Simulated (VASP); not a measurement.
Be, 4 atoms in the cell. Symmetry: P4_2/mnm, No. 136, tetragonal system. Conventional cell: a = 3.747 Å, b = 3.747 Å, c = 2.281 Å, α = 90.00°, β = 90.00°, γ = 90.00°. Be (site symmetry m2m) has 13 Be at 2.15 to 2.70 Å within 2.8 Å. 

* Program: VASP 6.6.1
* Task: single point
* Functional: PBEsol
* Potentials or basis: VASP PAW PBE potentials, release 64 (Be)
* Cutoff: 520 eV
* k mesh: 6 × 6 × 10
* Occupations: gaussian, width 0.1 eV
* Spin: no spin polarisation
* Dipole correction: no
* Further INCAR settings: ALGO = Normal; EDIFF = 1e-06; NBANDS = 12

Potentials or basis: VASP PAW PBE potentials, release 64 (Be).

Launch:

```bash
$ cat potpaw_PBE.64/Be/POTCAR > POTCAR
$ mpirun -np 1 vasp_std > vasp.out
```

Hardware: 1 thread of Intel Xeon 6975P-C, on a shared host.

Q: Estimate the wall time of this run.

A: Run time: 9.6 s on 1 thread of Intel Xeon 6975P-C, on a shared host, peak memory 0.14 GiB. Counts: scf iterations 10, k points 60.
